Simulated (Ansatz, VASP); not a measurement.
# Ta: VASP beside Ansatz

```
Ta
1.0
    -1.63610    1.63610    1.84388
     1.63610   -1.63610    1.84388
     1.63610    1.63610   -1.84388
Ta
1
Direct
  0.00000 0.00000 0.00000
```

Alike in both runs: task single point; functional PBE; k mesh 20 × 20 × 20; occupations gaussian, width 0.15 eV; no spin polarisation.

|  | VASP | Ansatz |
| --- | --- | --- |
| version | VASP 6.6.1 | Ansatz 0.2.0 |
| potentials or method | VASP PAW PBE potentials, release 64 (Ta_pv), cutoff 520 eV | scalar-relativistic, plane waves, PAW |
| valence electrons in the cell | 11 | 13 |

VASP gave:

| Property | Result |
| --- | --- |
| gap on the k mesh at the Fermi level (eV) | none |
| pressure (GPa) | -11.9 |
| traceless stress, the component that is largest in VASP (GPa) | -5.52 |

Which values does Ansatz return?

gap on the k mesh at the Fermi level (eV): none; pressure (GPa): -11.8; traceless stress, the component that is largest in VASP (GPa): -5.51.

A gap of «none» marks a metal or a gap that the smearing closes. The functional is the same, so the differences come from potentials, cutoffs and numerics. VASP's potentials hold 11 valence electrons a cell and Ansatz's 13, so a difference there can come from the potentials and not from the codes.

Neither program's run includes spin-orbit coupling.
